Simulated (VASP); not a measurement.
Input of a VASP 6.6.1 run:

The input INCAR:

```
PREC = Accurate ; ENCUT = 600
EDIFF = 1E-6 ; ISMEAR = 0
SIGMA = 0.1 ; LREAL = F
LASPH = T ; NELM = 60
ALGO = Fast ; ISIF = 3
LWAVE = F ; LCHARG = F
GGA = PE ; IBRION = 2
NSW = 100 ; EDIFFG = -0.01
```

The input KPOINTS:

```
Automatic mesh
0
Gamma
  12 12 16
```

File POSCAR:

```
Cd2As
1.0
    5.1768312432      0.0000000000      0.0000000000
   -2.5884156216      4.4832673677      0.0000000000
    0.0000000000      0.0000000000      2.9229892811
Cd As
2 1
Direct
    0.3333333333      0.6666666667      0.5000000000
    0.6666666667      0.3333333333      0.5000000000
    0.0000000000      0.0000000000      0.0000000000
```

Potentials or basis: VASP PAW PBE potentials, release 64 (Cd, As).

Command:

```sh
$ cat potpaw_PBE.64/Cd/POTCAR potpaw_PBE.64/As/POTCAR > POTCAR
$ mpirun -np 1 vasp_std > vasp.out
```

Task: Predict the band gap on the k mesh.

Result: Zero (an odd number of electrons rules out a gap without spin polarisation).

Final structure:
```cif
data_structure
_symmetry_space_group_name_H-M 'P 1'
_symmetry_Int_Tables_number 1
_cell_length_a 5.1212
_cell_length_b 5.1212
_cell_length_c 2.9866
_cell_angle_alpha 90.000
_cell_angle_beta 90.000
_cell_angle_gamma 120.000
_cell_volume 67.83
loop_
_atom_site_label
_atom_site_type_symbol
_atom_site_fract_x
_atom_site_fract_y
_atom_site_fract_z
_atom_site_occupancy
Cd1 Cd 0.33333 0.66667 0.50000 1
Cd2 Cd 0.66667 0.33333 0.50000 1
As1 As 0.00000 0.00000 0.00000 1
```
